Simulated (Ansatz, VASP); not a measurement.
**One calculation of FeCo, two programs**

```
Fe Co
1.0
     2.85700    0.00000    0.00000
     0.00000    2.85700    0.00000
     0.00000    0.00000    2.85700
Fe Co
1 1
Direct
  0.50000 0.50000 0.50000
  0.00000 0.00000 0.00000
```

Alike in both runs: task single point; functional PBE; k mesh 10 × 10 × 10; occupations fermi-dirac, width 0.05 eV; collinear spin.

|  | VASP | Ansatz |
| --- | --- | --- |
| version | VASP 6.6.1 | Ansatz 0.2.0 |
| potentials or method | VASP PAW PBE potentials, release 64 (Fe, Co), cutoff 600 eV | plane waves, PAW |
| valence electrons in the cell | 17 | 33 |

|  | VASP | Ansatz | Ansatz less VASP |
| --- | --- | --- | --- |
| gap on the k mesh at the Fermi level (eV) | none | none | - |
| net moment per atom (μB) | 2.28 | 2.28 | +0.005 |
| size of the moment on the site where the two differ most (μB) | 1.77 | 1.84 | +0.066 |

Site moments also hang on the region over which each program counts them. A gap of «none» marks a metal or a gap that the smearing closes. The functional is the same, so the differences come from potentials, cutoffs and numerics. VASP's potentials hold 17 valence electrons a cell and Ansatz's 33, so a difference there can come from the potentials and not from the codes.
